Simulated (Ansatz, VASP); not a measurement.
**AsSe3: VASP beside Ansatz**

```
As Se
1.0
     0.00000    4.16835    4.16835
     4.16835    0.00000    4.16835
     4.16835    4.16835    0.00000
As Se
1 3
Direct
  0.00000 0.00000 0.00000
  0.25000 0.25000 0.25000
  0.75000 0.75000 0.75000
  0.50000 0.50000 0.50000
```

Change from the starting cell: species swapped into the Rb3Cd type (Fm-3m, No. 225).

Alike in both runs: task single point; functional PBE; k mesh 4 × 4 × 4; occupations gaussian, width 0.1 eV; no spin polarisation.

|  | VASP | Ansatz |
| --- | --- | --- |
| version | VASP 6.6.1 | Ansatz 0.2.0 |
| potentials or method | VASP PAW PBE potentials, release 64 (As, Se), cutoff 520 eV | scalar-relativistic, plane waves, PAW |
| valence electrons in the cell | 23 | 63 |

|  | VASP | Ansatz | Ansatz less VASP |
| --- | --- | --- | --- |
| gap on the k mesh at the Fermi level (eV) | none | none | - |
| pressure (GPa) | -10.5 | -10.5 | 0.00 |

A gap of «none» marks a metal or a gap that the smearing closes. The functional is the same, so the differences come from potentials, cutoffs and numerics. VASP's potentials hold 23 valence electrons a cell and Ansatz's 63, so a difference there can come from the potentials and not from the codes.
